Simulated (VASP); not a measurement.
Be3TeSe2:

```
Be Te Se
1.0
     4.15739    0.00000    0.00000
    -2.07869    3.60040    0.00000
     0.00000    0.00000    8.72811
Be Te Se
3 1 2
Direct
  0.00000 0.00000 0.70034
  0.33333 0.66667 0.40204
  0.66667 0.33333 0.72926
  0.00000 0.00000 0.30718
  0.33333 0.66667 0.03763
  0.00000 0.00000 0.03865
```

The cell was built from a structure type or drawn by symmetry, and may not be a known phase.

```yaml
Program: VASP 6.6.1
Task: relaxation of cell and atoms
Functional: PBE
Potentials_or_basis: VASP PAW PBE potentials, release 64 (Be, Te, Se)
Cutoff: 600 eV
k_mesh: 6 × 6 × 2
Occupations: gaussian, width 0.1 eV
Spin: no spin polarisation
```

At the start: pressure 7.4 GPa; volume 21.77 Å³/atom.

Question: How do energy, volume and symmetry change on relaxing?

Answer: Over 50 steps the energy falls by 1189.8 meV/atom and the volume is 20.89 Å³/atom (-4.1 %); space group P3m1 (No. 156, to 0.1 Å) before and after.

The path:
| step | energy change (eV) | largest force (eV/Å) | pressure (GPa) | volume (Å³) |
| --- | --- | --- | --- | --- |
| 1 | 0.0000 | 6.8795 | 7.36 | 130.64 |
| 3 | -1.9497 | 1.4371 | -3.18 | 152.36 |
| 5 | -1.9990 | 1.1528 | -4.76 | 164.20 |
| 7 | -2.4704 | 1.4393 | -0.96 | 145.47 |
| 9 | -2.9753 | 1.8206 | 2.01 | 132.36 |
| 11 | -3.2641 | 1.7270 | 1.72 | 130.15 |
| 13 | -3.5641 | 3.1236 | 2.71 | 126.64 |
| 15 | -3.8006 | 5.6804 | 2.57 | 127.61 |
| 17 | -4.5429 | 2.5035 | 0.51 | 131.09 |
| 19 | -4.5833 | 2.2894 | 0.52 | 131.58 |
| 21 | -4.7672 | 1.8009 | -0.20 | 132.37 |
| 23 | -5.0895 | 1.6384 | -2.62 | 133.37 |
| 25 | -5.6132 | 1.2985 | -0.20 | 125.45 |
| 27 | -5.7305 | 1.3767 | 1.49 | 121.92 |
| 29 | -5.8862 | 1.6168 | 2.65 | 119.45 |
| 31 | -6.3965 | 2.0193 | 2.06 | 118.43 |
| 33 | -6.8406 | 1.4651 | -1.35 | 121.16 |
| 35 | -6.9668 | 0.4737 | 1.01 | 118.02 |
| 37 | -7.0292 | 0.4215 | -0.23 | 121.67 |
| 39 | -7.0591 | 0.3870 | -0.29 | 122.78 |
| 41 | -7.1174 | 0.1983 | -0.23 | 124.44 |
| 43 | -7.1237 | 0.2165 | -0.02 | 124.35 |
| 45 | -7.1315 | 0.1234 | 0.14 | 124.51 |
| 47 | -7.1380 | 0.0978 | -0.20 | 125.64 |
| 49 | -7.1386 | 0.0528 | 0.05 | 125.27 |
| 50 | -7.1387 | 0.0323 | 0.01 | 125.32 |

Final structure:
```yaml
crystal:
  lattice:
    - [3.63377, 0.00000, 0.00000]
    - [-1.81688, 3.14694, 0.00000]
    - [0.00000, 0.00000, 10.95940]
  atoms:
    - { symbol: Be, position: [0.00000, 0.00000, 0.65514] }
    - { symbol: Be, position: [0.33333, 0.66667, 0.34053] }
    - { symbol: Be, position: [0.66667, 0.33333, 0.77588] }
    - { symbol: Te, position: [0.00000, 0.00000, 0.44303] }
    - { symbol: Se, position: [0.33333, 0.66667, 0.15016] }
    - { symbol: Se, position: [0.00000, 0.00000, 0.85035] }
```

Caveat: a cell axis changed by over 15 % at a fixed basis, so the end point is rough; this functional lacks dispersion, which binds the layers, so the pressure and a relaxed spacing across them are unreliable.
